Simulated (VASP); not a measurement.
PbS:

```
Pb S
1.0
     2.95468   -2.96891    0.28856
     2.95468    2.96891    0.28856
    -0.58360    0.00000    5.92617
Pb S
2 2
Direct
  0.74998 0.74998 0.75000
  0.25002 0.25002 0.25000
  0.25008 0.25008 0.75003
  0.74992 0.74992 0.24997
```

Program: VASP 6.6.1. Alike in all runs: task single point; potentials or basis VASP PAW PBE potentials, release 64 (Pb_d, S); no spin polarisation; cell as given; cutoff (eV) 520; smearing gaussian 0.01 eV.

Q: Order these runs on this cell by their pressure, lowest first.
A. level PBEsol; k mesh 4 × 4 × 4
B. level r2SCAN; k mesh 2 × 2 × 2
C. level r2SCAN; k mesh 4 × 4 × 4

A: A (-1.1 GPa), C (1.0 GPa), B (5.6 GPa).

Caveats: some runs use coarse meshes; the PAW data sets were made with another functional, which shifts forces and pressure a little.
